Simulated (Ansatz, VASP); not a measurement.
**Two plane-wave programs on LiCl**

Contents of INCAR:

```
SYSTEM = LiCl
ALGO = Normal
EDIFF = 1E-6
ENCUT = 520
GGA = PE
ISIF = 2
ISMEAR = 0
LASPH = .TRUE.
LCHARG = .FALSE.
LREAL = .FALSE.
LWAVE = .FALSE.
NBANDS = 12
NELM = 80
PREC = Accurate
SIGMA = 0.05
```

The input KPOINTS:

```
k-points
0
G
  8 8 8
  0 0 0
```

Contents of POSCAR:

```
LiCl
1.0
    0.0000000000      2.4365220000      2.6288790000
    2.4365220000      0.0000000000      2.6288790000
    2.4365220000      2.4365220000      0.0000000000
Li Cl
1 1
Direct
    0.0000000000      0.0000000000      0.0000000000
    0.5000000000      0.5000000000      0.5000000000
```

Input for Ansatz:

```yaml
crystal:
  lattice:
    - [0.0, 2.436522, 2.628879]
    - [2.436522, 0.0, 2.628879]
    - [2.436522, 2.436522, 0.0]
  atoms:
    - { symbol: Li, position: [0.0, 0.0, 0.0] }
    - { symbol: Cl, position: [0.5, 0.5, 0.5] }
basis:
  ecutwfc: 420
kpoints:
  mp_grid: { grid: [8, 8, 8] }
hamiltonian:
  xc: pbe
scf:
  occupations: { method: gaussian, width: 0.05 }
output:
  forces: true
  stress: true
  eigenvalues: true
```

Change from the starting cell: strain -0.050 along x and y, +0.025 along z, atoms carried along.

Alike in both runs: task single point; functional PBE; k mesh 8 × 8 × 8; occupations gaussian, width 0.05 eV; no spin polarisation.

|  | VASP | Ansatz |
| --- | --- | --- |
| version | VASP 6.6.1 | Ansatz 0.2.0 |
| potentials or method | VASP PAW PBE potentials, release 64 (Li_sv, Cl), cutoff 520 eV | scalar-relativistic, plane waves, PAW |
| valence electrons in the cell | 10 | 10 |

VASP gave:

* gap on the k mesh at the Fermi level (eV): 6.70
* least direct gap on the mesh (eV): 6.70

**Question.** What did Ansatz give for the same quantities?

**Answer.** gap on the k mesh at the Fermi level (eV): 6.69; least direct gap on the mesh (eV): 6.69.

The functional is the same, so the differences come from potentials, cutoffs and numerics.

Noted on VASP's run: the cutoff is under 1.25 times that of the potentials, so the pressure is a little rough.
